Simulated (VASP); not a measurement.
Runs of VASP 6.6.1 on Tc. The structure is that of space group P6_3/mmc (No. 194), or close to it. The cells are those of the table. 

```csv
task,cell,k mesh,cutoff (eV),smearing,gap on the mesh (eV),pressure (GPa),relaxed volume (Å³/atom)
single point,"a = 2.752, b = 2.752, c = 4.402 Å, angles 90.0, 90.0, 120.0°, 2 atoms",18 × 18 × 10,520,gaussian 0.1 eV,none,-0.6,-
single point,"a = 2.756, b = 2.756, c = 4.399 Å, angles 90.0, 90.0, 120.0°, 2 atoms",18 × 18 × 10,520,fermi-dirac 0.15 eV,none,-0.6,-
single point,"a = 2.740, b = 2.740, c = 4.398 Å, angles 90.0, 90.0, 120.0°, 2 atoms",9 × 9 × 4,520,gaussian 0.1 eV,none,2.3,-
relaxation of cell and atoms,"relaxed from a = 2.752, b = 2.752, c = 4.402 Å, angles 90.0, 90.0, 120.0°, 2 atoms",18 × 18 × 10,600,fermi-dirac 0.15 eV,none,0.0,(a)
relaxation of cell and atoms,"relaxed from a = 2.740, b = 2.740, c = 4.398 Å, angles 90.0, 90.0, 120.0°, 2 atoms",18 × 18 × 10,600,gaussian 0.1 eV,none,0.0,14.41
```

Alike in all rows: level PBE; potentials or basis VASP PAW PBE potentials, release 64 (Tc_pv); no spin polarisation.

**Question.** Estimate the missing entries.

**Answer.** (a) 14.44.

A k mesh can miss the band edges, and the runs leave out spin-orbit coupling on Tc.

A gap of «none» marks levels without a gap at the run's occupations.
